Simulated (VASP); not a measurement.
# CuO (Tenorite) (C2/c) in VASP: relaxation of shape and atoms at fixed volume with PBE+U

Aim: the relaxation of shape and atoms at fixed volume of CuO (Tenorite) with PBE+U.

Program: VASP 6.6.1. These are calculated values, not measurements. Logs are shortened: lines on timing, memory, paths and dates and some standing lists are left out, and cuts for length are marked.

## 1. The cell of the first run

The structure is monoclinic, space group C2/c (No. 15). The conventional cell has a = 4.684 Å, b = 3.423 Å, c = 5.129 Å, α = 90.00°, β = 99.54°, γ = 90.00°. Cu (site symmetry -1) has 4 O at 1.95 to 1.96 Å within 2.6 Å. O (site symmetry 2) has 4 Cu at 1.95 to 1.96 Å within 2.6 Å.

## 2. Relaxation of shape and atoms at fixed volume, PBE+U, collinear spin, ferromagnetic start

Contents of INCAR:

```
ALGO = Normal
EDIFF = 1E-7
EDIFFG = -0.04
ENCUT = 600
GGA = PE
GGA_COMPAT = False
IBRION = 2
ISIF = 4
ISMEAR = 0
ISPIN = 2
LASPH = True
LCHARG = False
LDAU = True
LDAUJ = 0 0
LDAUL = 2 -1
LDAUPRINT = 1
LDAUTYPE = 2
LDAUU = 4 0
LMAXMIX = 4
LORBIT = 11
LREAL = False
LWAVE = False
MAGMOM = 0.67 0.67 0 0
NELM = 200
NELMIN = 4
NSW = 60
PREC = Accurate
SIGMA = 0.05
```

Contents of KPOINTS:

```
k-points
0
Gamma
  8 8 4
```

Contents of POSCAR:

```
CuO
1.0
    2.3418500000     -1.7113000000      0.0000000000
    2.3418500000      1.7113000000      0.0000000000
   -0.8500274268      0.0000000000      5.0578693947
Cu O
2 2
Direct
    0.0000000000      0.5000000000      0.0000000000
    0.5000000000      0.0000000000      0.5000000000
    0.5816000000      0.4184000000      0.2500000000
    0.4184000000      0.5816000000      0.7500000000
```

Potentials or basis: VASP PAW PBE potentials, release 64 (Cu, O).

Command:

```sh
$ cat potpaw_PBE.64/Cu/POTCAR potpaw_PBE.64/O/POTCAR > POTCAR
$ mpirun -np 1 vasp_std > vasp.out
```

OUTCAR:

```text
EDIFF = 1E-7
   EDIFFG = -0.04
   ENCUT = 600
   GGA = PE
   IBRION = 2
   ISIF = 4
   ISMEAR = 0
   ISPIN = 2
   LASPH = True
   LORBIT = 11
   LREAL = False
   NELM = 200
   NELMIN = 4
   NSW = 60
   PREC = Accurate

 ion  position               nearest neighbor table
   1  0.000  0.500  0.000-   3 1.95   4 1.95   4 1.96   3 1.96
   2  0.500  0.000  0.500-   4 1.95   3 1.95   4 1.96   3 1.96
   3  0.582  0.418  0.250-   2 1.95   1 1.95   2 1.96   1 1.96
   4  0.418  0.582  0.750-   1 1.95   2 1.95   2 1.96   1 1.96

  LATTYP: Found a base centered monoclinic cell.
 ALAT       =     4.6837000000
 B/A-ratio  =     0.7307470589
 C/A-ratio  =     1.0950317057
 COS(beta)  =    -0.1657361228

  Lattice vectors:

 A1 = (   2.3418500000,  -1.7113000000,   0.0000000000)
 A2 = (   2.3418500000,   1.7113000000,   0.0000000000)
 A3 = (  -0.8500274268,   0.0000000000,   5.0578693947)

Analysis of symmetry for initial positions (statically):
=====================================================================
 Subroutine PRICEL returns:
 Original cell was already a primitive cell.

 Routine SETGRP: Setting up the symmetry group for a
 base centered monoclinic supercell.

 Subroutine GETGRP returns: Found  4 space group operations
 (whereof  2 operations were pure point group operations)
 out of a pool of  4 trial point group operations.

The static configuration has the point symmetry S_2 .
 The point group associated with its full space group is C_2h.

Analysis of symmetry for dynamics (positions and initial velocities):
=====================================================================
 Subroutine PRICEL returns:
 Original cell was already a primitive cell.

 Routine SETGRP: Setting up the symmetry group for a
 base centered monoclinic supercell.

 Subroutine GETGRP returns: Found  4 space group operations
 (whereof  2 operations were pure point group operations)
 out of a pool of  4 trial point group operations.

The dynamic configuration has the point symmetry S_2 .
 The point group associated with its full space group is C_2h.

Analysis of structural, dynamic, and magnetic symmetry:
=====================================================================
 Subroutine PRICEL returns:
 Original cell was already a primitive cell.

 Routine SETGRP: Setting up the symmetry group for a
 base centered monoclinic supercell.

 Subroutine GETGRP returns: Found  4 space group operations
 (whereof  2 operations were pure point group operations)
 out of a pool of  4 trial point group operations.

The overall configuration has the point symmetry S_2 .
 The point group associated with its full space group is C_2h.

 Subroutine INISYM returns: Found  4 space group operations
 (whereof  2 operations are pure point group operations),
 and found     1 'primitive' translations

----------------------------------------------------------------------------------------

                                     Primitive cell

  volume of cell :      40.5399

  direct lattice vectors                    reciprocal lattice vectors
     2.341850000 -1.711300000  0.000000000     0.213506416 -0.292175539  0.035881968
     2.341850000  1.711300000  0.000000000     0.213506416  0.292175539  0.035881968
    -0.850027427  0.000000000  5.057869395     0.000000000  0.000000000  0.197711709

[... 135 lines left out ...]
  ---------------------------------------------------
  ext. energy  EPLUGINS =         0.00000000
  ---------------------------------------------------
  free energy    TOTEN  =       -17.12300451 eV

  energy without entropy =      -17.12283896  energy(sigma->0) =      -17.12292173

------------------------ aborting loop because EDIFF is reached ----------------------------------------

  FORCE on cell =-STRESS in cart. coord.  units (eV):
  Direction    XX          YY          ZZ          XY          YZ          ZX
  --------------------------------------------------------------------------------------
  -------------------------------------------------------------------------------------
  Total        0.9806471      1.3063918      1.2401568      0.0000000      0.0000000      0.1056075
  in kB       38.7561399     51.6298892     49.0122186      0.0000000      0.0000000      4.1737108
  external PRESSURE =      46.4660826 kB  Pullay stress =       0.0000000 kB
[... 247 lines left out ...]
  FREE ENERGIE OF THE ION-ELECTRON SYSTEM (eV)
  ---------------------------------------------------
  free  energy   TOTEN  =       -17.1296711363 eV

  energy  without entropy=      -17.1294012431  energy(sigma->0) =      -17.12953619

atom =   1  type =  1  l = 2

 onsite density matrix

spin component  1

  0.9618 -0.0012  0.0092 -0.0055  0.0015
 -0.0012  0.9927 -0.0003 -0.0265  0.0080
  0.0092 -0.0003  0.9746  0.0014 -0.0015
 -0.0055 -0.0265  0.0014  1.0068 -0.0098
  0.0015  0.0080 -0.0015 -0.0098  0.9768

spin component  2

  0.9506 -0.0298  0.0126  0.0315 -0.0096
 -0.0298  0.7787  0.0076  0.2529 -0.0748
  0.0126  0.0076  0.9690 -0.0090  0.0013
  0.0315  0.2529 -0.0090  0.6238  0.1017
 -0.0096 -0.0748  0.0013  0.1017  0.9353

 occupancies and eigenvectors

  o =  0.4028  v =  0.0000  0.0000  0.0000  0.0000  0.0000 -0.0806 -0.5769  0.0225  0.7789 -0.2313      0.0000  0.0000  0.0000  0.0000  0.0000  0.0000  0.0000  0.0000  0.0000  0.0000
  o =  0.9465  v =  0.0000  0.0000  0.0000  0.0000  0.0000  0.8523  0.1647 -0.4471  0.1970 -0.0877      0.0000  0.0000  0.0000  0.0000  0.0000  0.0000  0.0000  0.0000  0.0000  0.0000
  o =  0.9557  v =  0.8620  0.1687 -0.4375  0.1779 -0.0738  0.0000  0.0000  0.0000  0.0000  0.0000      0.0000  0.0000  0.0000  0.0000  0.0000  0.0000  0.0000  0.0000  0.0000  0.0000
  o =  0.9654  v =  0.0000  0.0000  0.0000  0.0000  0.0000  0.0907 -0.0385  0.0870  0.2623  0.9560      0.0000  0.0000  0.0000  0.0000  0.0000  0.0000  0.0000  0.0000  0.0000  0.0000
  o =  0.9667  v =  0.0000  0.0000  0.0000  0.0000  0.0000  0.1385 -0.7844 -0.2791 -0.5218  0.1238      0.0000  0.0000  0.0000  0.0000  0.0000  0.0000  0.0000  0.0000  0.0000  0.0000
  o =  0.9730  v =  0.1098 -0.7529 -0.3002 -0.5737 -0.0422  0.0000  0.0000  0.0000  0.0000  0.0000      0.0000  0.0000  0.0000  0.0000  0.0000  0.0000  0.0000  0.0000  0.0000  0.0000
  o =  0.9738  v =  0.1182 -0.1811  0.0642  0.1560  0.9616  0.0000  0.0000  0.0000  0.0000  0.0000      0.0000  0.0000  0.0000  0.0000  0.0000  0.0000  0.0000  0.0000  0.0000  0.0000
  o =  0.9760  v =  0.0000  0.0000  0.0000  0.0000  0.0000  0.4895 -0.1527  0.8451 -0.1158 -0.0977      0.0000  0.0000  0.0000  0.0000  0.0000  0.0000  0.0000  0.0000  0.0000  0.0000
  o =  0.9798  v =  0.4777 -0.1522  0.8449 -0.1420 -0.1207  0.0000  0.0000  0.0000  0.0000  0.0000      0.0000  0.0000  0.0000  0.0000  0.0000  0.0000  0.0000  0.0000  0.0000  0.0000
  o =  1.0304  v = -0.0531 -0.5905  0.0202  0.7711 -0.2312  0.0000  0.0000  0.0000  0.0000  0.0000      0.0000  0.0000  0.0000  0.0000  0.0000  0.0000  0.0000  0.0000  0.0000  0.0000

atom =   2  type =  1  l = 2

 onsite density matrix

spin component  1

  0.9618 -0.0012 -0.0092  0.0055 -0.0015
 -0.0012  0.9927  0.0003  0.0265 -0.0080
 -0.0092  0.0003  0.9746  0.0014 -0.0015
  0.0055  0.0265  0.0014  1.0068 -0.0098
 -0.0015 -0.0080 -0.0015 -0.0098  0.9768

spin component  2

  0.9506 -0.0298 -0.0126 -0.0315  0.0096
 -0.0298  0.7787 -0.0076 -0.2529  0.0748
 -0.0126 -0.0076  0.9690 -0.0090  0.0013
 -0.0315 -0.2529 -0.0090  0.6238  0.1017
  0.0096  0.0748  0.0013  0.1017  0.9353

 occupancies and eigenvectors

  o =  0.4028  v =  0.0000  0.0000  0.0000  0.0000  0.0000  0.0806  0.5769  0.0225  0.7789 -0.2313      0.0000  0.0000  0.0000  0.0000  0.0000  0.0000  0.0000  0.0000  0.0000  0.0000
  o =  0.9465  v =  0.0000  0.0000  0.0000  0.0000  0.0000 -0.8523 -0.1647 -0.4471  0.1970 -0.0877      0.0000  0.0000  0.0000  0.0000  0.0000  0.0000  0.0000  0.0000  0.0000  0.0000
  o =  0.9557  v =  0.8620  0.1687  0.4375 -0.1779  0.0738  0.0000  0.0000  0.0000  0.0000  0.0000      0.0000  0.0000  0.0000  0.0000  0.0000  0.0000  0.0000  0.0000  0.0000  0.0000
  o =  0.9654  v =  0.0000  0.0000  0.0000  0.0000  0.0000 -0.0907  0.0385  0.0870  0.2623  0.9560      0.0000  0.0000  0.0000  0.0000  0.0000  0.0000  0.0000  0.0000  0.0000  0.0000
  o =  0.9667  v =  0.0000  0.0000  0.0000  0.0000  0.0000 -0.1385  0.7844 -0.2791 -0.5218  0.1238      0.0000  0.0000  0.0000  0.0000  0.0000  0.0000  0.0000  0.0000  0.0000  0.0000
  o =  0.9730  v = -0.1098  0.7529 -0.3002 -0.5737 -0.0422  0.0000  0.0000  0.0000  0.0000  0.0000      0.0000  0.0000  0.0000  0.0000  0.0000  0.0000  0.0000  0.0000  0.0000  0.0000
  o =  0.9738  v = -0.1182  0.1811  0.0642  0.1560  0.9616  0.0000  0.0000  0.0000  0.0000  0.0000      0.0000  0.0000  0.0000  0.0000  0.0000  0.0000  0.0000  0.0000  0.0000  0.0000
  o =  0.9760  v =  0.0000  0.0000  0.0000  0.0000  0.0000 -0.4895  0.1527  0.8451 -0.1158 -0.0977      0.0000  0.0000  0.0000  0.0000  0.0000  0.0000  0.0000  0.0000  0.0000  0.0000
  o =  0.9798  v =  0.4777 -0.1522 -0.8449  0.1420  0.1207  0.0000  0.0000  0.0000  0.0000  0.0000      0.0000  0.0000  0.0000  0.0000  0.0000  0.0000  0.0000  0.0000  0.0000  0.0000
  o =  1.0304  v =  0.0531  0.5905  0.0202  0.7711 -0.2312  0.0000  0.0000  0.0000  0.0000  0.0000      0.0000  0.0000  0.0000  0.0000  0.0000  0.0000  0.0000  0.0000  0.0000  0.0000

--------------------------------------- Ionic step        8  -------------------------------------------

 number of electron      34.0000005 magnetization       1.9884074

 Free energy of the ion-electron system (eV)
  ---------------------------------------------------
  ext. energy  EPLUGINS =         0.00000000
  ---------------------------------------------------
  free energy    TOTEN  =       -17.13092163 eV

  energy without entropy =      -17.13053683  energy(sigma->0) =      -17.13072923

 E-fermi :   5.5240     XC(G=0): -11.8410

 val. band max:        5.4835198934   @ k =   0.5000   0.3750  -0.0000
 cond. band min:       5.5369229882   @ k =   0.5000   0.5000  -0.0000
 fundamental gap:      0.0534030947
 Fermi energy:         5.5239955168

 spin component 1

 k-point     1 :       0.0000    0.0000    0.0000
  band No.  band energies     occupation
      1     -14.2832      1.00000
      2     -12.9104      1.00000
      3      -2.9758      1.00000
      4      -1.7420      1.00000
      5      -1.3799      1.00000
      6       0.3289      1.00000
[... 1226 lines left out ...]
  FREE ENERGIE OF THE ION-ELECTRON SYSTEM (eV)
  ---------------------------------------------------
  free  energy   TOTEN  =       -17.1309216276 eV

  energy  without entropy=      -17.1305368258  energy(sigma->0) =      -17.13072923

 reached required accuracy - stopping structural energy minimisation

 total charge

# of ion       s       p       d       tot
------------------------------------------
    1        0.389   0.406   9.149   9.944
    2        0.389   0.406   9.149   9.944
    3        1.554   3.452   0.000   5.006
    4        1.554   3.452   0.000   5.006
--------------------------------------------------
tot          3.885   7.716  18.298  29.899

 magnetization (x)

# of ion       s       p       d       tot
------------------------------------------
    1       -0.004   0.003   0.656   0.654
    2       -0.004   0.003   0.656   0.654
    3        0.020   0.280   0.000   0.300
    4        0.020   0.280   0.000   0.300
--------------------------------------------------
tot          0.033   0.565   1.311   1.909
```

It took 12 min on 1 thread of Intel Xeon 6975P-C, shared host; peak memory 0.27 GiB.

Results:

```yaml
Free_energy: -17.1309 eV
Energy_gained_by_relaxing: 2.0 meV/atom
Ionic_steps: 8
Pressure_after_relaxing: 7.2 GPa
Largest_force_after_relaxing: 0.011 eV/Å
Band_gap_on_the_k_mesh: zero (filled and empty bands overlap)
Net_moment: 1.99 μB per cell
Site_moments: Cu +0.65; O +0.30 μB
Valence_electrons_inside_the_program's_atomic_spheres: Cu 9.94; O 5.01
```

Forces in eV/Å, atoms in the order of the input:
```
Cu   0.000  0.000  0.000
Cu   0.000  0.000  0.000
O    0.000 -0.011  0.000
O    0.000  0.011  0.000
```

Stress tensor (GPa, compression positive):
```
7.31 0.00 0.44
0.00 7.23 0.00
0.44 0.00 7.16
```

The path:
```csv
step,energy change (eV),largest force (eV/Å),pressure (GPa),volume (Å³)
1,0.0000,0.0549,4.65,40.54
2,-0.0012,0.0659,4.84,40.54
3,-0.0034,0.0983,5.31,40.54
4,-0.0026,0.1695,6.33,40.54
5,-0.0039,0.1244,5.70,40.54
6,-0.0047,0.1117,5.86,40.54
7,-0.0067,0.0732,6.31,40.54
8,-0.0079,0.0114,7.24,40.54
```

Final structure:
```yaml
crystal:
  lattice:
    - [2.27863, -1.74895, 0.02099]
    - [2.27863, 1.74895, 0.02099]
    - [-0.78195, 0.00000, 5.07911]
  atoms:
    - { symbol: Cu, position: [0.00000, 0.50000, 0.00000] }
    - { symbol: Cu, position: [0.50000, 0.00000, 0.50000] }
    - { symbol: O, position: [0.56529, 0.43471, 0.25000] }
    - { symbol: O, position: [0.43471, 0.56529, 0.75000] }
```

Eigenvalues of the final occupation matrices:
```
    site  spin  trace               eigenvalues
site 1 d     1   4.91  0.96 0.97 0.97 0.98 1.03
site 1 d     2   4.26  0.40 0.95 0.97 0.97 0.98
site 2 d     1   4.91  0.96 0.97 0.97 0.98 1.03
site 2 d     2   4.26  0.40 0.95 0.97 0.97 0.98
```

The state reached can hang on the start; a lower one may exist.
